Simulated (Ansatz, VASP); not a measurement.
## One calculation of WSe2, two programs

File POSCAR:

```
WSe2
1.0
    3.3149378400      0.0000000000      0.0000000000
   -1.6574689200      2.8708203800      0.0000000000
    0.0000000000      0.0000000000     13.7134082500
W Se
2 4
Direct
    0.3333333300      0.6666666700      0.2500000000
    0.6666666700      0.3333333300      0.7500000000
    0.3333333300      0.6666666700      0.6288575200
    0.6666666700      0.3333333300      0.1288575200
    0.3333333300      0.6666666700      0.8711424800
    0.6666666700      0.3333333300      0.3711424800
```

File INCAR.step1:

```
SYSTEM = WSe2
ALGO = Normal ; EDIFF = 1E-4
ENCUT = 520 ; GGA = PE
ISMEAR = -1 ; LASPH = .TRUE.
LCHARG = .FALSE. ; LREAL = .FALSE.
LWAVE = .TRUE. ; NBANDS = 35
NELM = 100 ; PREC = Accurate
SIGMA = 0.02
```

INCAR.step2

```
SYSTEM = WSe2
ALGO = Normal ; EDIFF = 1E-7
ENCUT = 520 ; ISIF = 2
ISMEAR = -1 ; ISTART = 1
LASPH = .TRUE. ; LCHARG = .TRUE.
LELF = .TRUE. ; LMIXTAU = .TRUE.
LREAL = .FALSE. ; LVHAR = .TRUE.
LWAVE = .FALSE. ; METAGGA = R2SCAN
NBANDS = 35 ; NELM = 100
PREC = Accurate ; SIGMA = 0.02
```

KPOINTS

```
k-points
0
G
  12 12 2
  0 0 0
```

Input for Ansatz:

```yaml
crystal:
  lattice:
    - [3.31493785, 0.0, 0.0]
    - [-1.65746892, 2.87082039, 0.0]
    - [0.0, 0.0, 13.71340808]
  atoms:
    - { symbol: W, position: [0.33333333, 0.66666667, 0.25] }
    - { symbol: W, position: [0.66666667, 0.33333333, 0.75] }
    - { symbol: Se, position: [0.33333333, 0.66666667, 0.62885752] }
    - { symbol: Se, position: [0.66666667, 0.33333333, 0.12885752] }
    - { symbol: Se, position: [0.33333333, 0.66666667, 0.87114248] }
    - { symbol: Se, position: [0.66666667, 0.33333333, 0.37114248] }
  symmetry: { tolerance: 0.0003 }
hamiltonian:
  xc: r2scan
  pseudopotentials: { kind: paw, azcp: { folder: soft_1 } }
basis:
  ecutwfc: 500
magnetization:
  spin_polarized: false
scf:
  occupations: { method: fermi_dirac, width: 0.02 }
kpoints:
  mp_grid: { grid: [12, 12, 2], shift: [0, 0, 0] }
  band_path:
    path:
      - [0.0, 0.0, 0.0]
      - [0.5, 0.0, 0.0]
      - [0.33333333, 0.33333333, 0.0]
      - [0.0, 0.0, 0.0]
      - [0.0, 0.0, 0.5]
      - [0.5, 0.0, 0.5]
      - [0.33333333, 0.33333333, 0.5]
      - [0.0, 0.0, 0.5]
      - [0.5, 0.0, 0.5]
      - [0.5, 0.0, 0.0]
      - [0.33333333, 0.33333333, 0.5]
    npoints: 11
output:
  forces: true
  stress: true
  eigenvalues: true
  bader: true
  populations: true
  elf: true
  write_potential: true
  write_density: true
  volumetric_format: npy
  dos:
    e_range: [-12, 8]
    de: 0.05
    projected: { site_lists: { Se: [Se], W: [W] } }
```

Alike in both runs: task single point; functional r2SCAN; k mesh 12 × 12 × 2; occupations fermi-dirac, width 0.02 eV; no spin polarisation.

```csv
,VASP,Ansatz
version,VASP 6.6.1,Ansatz 0.2.0
potentials or method,"VASP PAW PBE potentials, release 64 (W_sv, Se), cutoff 520 eV",PAW plane waves
valence electrons in the cell,52,92
```

```csv
,VASP,Ansatz,Ansatz less VASP
gap on the k mesh at the Fermi level (eV),1.34,1.35,+0.005
pressure (GPa),0.4,0.0,-0.35
"traceless stress, the component that is largest in VASP (GPa)",0.05,0.01,-0.046
rms of the force components (eV/Å),0.024,0.001,-0.0236
```

VASP's potentials were made for PBE, not for r2SCAN. Atom by atom the forces differ by 0.024 eV/Å (rms over components). VASP's potentials hold 52 valence electrons a cell and Ansatz's 92, so a difference there can come from the potentials and not from the codes.

Neither program's run includes spin-orbit coupling.
